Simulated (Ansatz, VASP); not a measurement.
## One calculation of Si16B, two programs

```
Si B
1.0
     0.00000    5.43000    5.43000
     5.43000    0.00000    5.43000
     5.43000    5.43000    0.00000
Si B
16 1
Direct
  0.00041 0.00485 0.00081
  0.12592 0.12576 0.12557
  0.99930 0.99984 0.49878
  0.11990 0.12405 0.62491
  0.99754 0.49783 0.99736
  0.12227 0.62223 0.12227
  0.00137 0.50077 0.50514
  0.12613 0.62675 0.62529
  0.49917 0.99981 0.99922
  0.62482 0.12426 0.12022
  0.50246 0.00219 0.50264
  0.62703 0.12718 0.62695
  0.50509 0.50035 0.00134
  0.62548 0.62663 0.12567
  0.49914 0.49946 0.49872
  0.62409 0.61955 0.62439
  0.81508 0.31950 0.81247
```

Alike in both runs: functional PBE; dispersion D3(BJ); k mesh 2 × 2 × 2; occupations fermi-dirac, width 0.05 eV; collinear spin.

Ansatz relaxed the structure, and its values are those at the end. VASP's run is a single point on that final structure, the one shown.

|  | VASP | Ansatz |
| --- | --- | --- |
| version | VASP 6.6.1 | Ansatz 0.2.0 |
| potentials or method | VASP PAW PBE potentials, release 64 (Si, B), cutoff 520 eV | scalar-relativistic, plane waves, PAW |
| valence electrons in the cell | 67 | 67 |

```csv
,VASP,Ansatz,Ansatz less VASP
rms of the force components (eV/Å),0.019,0.018,-0.0008
net moment per atom (μB),0.00,0.00,0.000
```

Ansatz's warnings: seeded moment not kept.

The k mesh is coarse, so the values compare programs but aren't converged.
